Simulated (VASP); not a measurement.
Write the native input for VASP 6.6.1 that does the following.

| Item | Value |
| --- | --- |
| Task | single point |
| Functional | PBE |
| Potentials or basis | VASP PAW PBE potentials, release 64 (Al, Co) |
| Cutoff | 520 eV |
| k mesh | 22 × 16 × 16 |
| Occupations | gaussian, width 0.15 eV |
| Spin | no spin polarisation |
| Dipole correction | no |
| Further INCAR settings | ALGO = Fast; EDIFF = 1e-06; NBANDS = 20 |

The structure of AlCo lies in POSCAR:

```
AlCo
1.0
   -2.8519023960      0.0000000000      0.0000000000
    0.0000000000      2.8519023960      2.8519023960
    0.0000000000      2.8519023960     -2.8519023960
Al Co
2 2
Direct
    0.0000000000      0.0332069935     -0.0332069935
    0.0000000000      0.4667930065      0.5332069935
    0.5000000000      0.5394473528      0.0394473528
    0.5000000000     -0.0394473528      0.4605526472
```

This cell differs from its parent crystal: atoms displaced along a vibrational mode.

One way to write it, as run:

INCAR

```
PREC     = Accurate       # precision mode
ENCUT    = 520            # plane-wave cutoff, eV
EDIFF    = 1E-6           # SCF threshold, eV
ISMEAR   = 0              # smearing method
SIGMA    = 0.15           # smearing width, eV
LREAL    = F              # projectors in reciprocal space
LASPH    = T              # aspherical terms in the spheres
NELM     = 60             # most SCF steps
ALGO     = Fast           # electronic algorithm
ISIF     = 2              # what is computed and relaxed
LWAVE    = F              # write WAVECAR
LCHARG   = F              # write CHGCAR
GGA      = PE             # functional
NBANDS   = 20             # bands
```

KPOINTS

```
regular mesh
0
Gamma
  22 16 16
```

Potentials or basis: VASP PAW PBE potentials, release 64 (Al, Co).

Launch:

```bash
$ cat potpaw_PBE.64/Al/POTCAR potpaw_PBE.64/Co/POTCAR > POTCAR
$ mpirun -np 1 vasp_std > vasp.out
```

Results of the run:

* Pressure: 4.0 GPa
* Largest force: 1.739 eV/Å
* Band gap on the k mesh: zero (bands 12 and 13 overlap by 0.91 eV)

Caveat: the cell differs from its parent crystal (atoms displaced along a vibrational mode); the stress differs along the axes, from -3 to 11 GPa; the run has no spin polarisation, though such a crystal can be magnetic; forces of over 1 eV/Å act on the atoms, so gaps and moduli don't describe the material at rest.

Wall time 18 min on 1 thread of Oxide Virtual Turin-like Processor (shared host), peak memory 0.71 GiB.
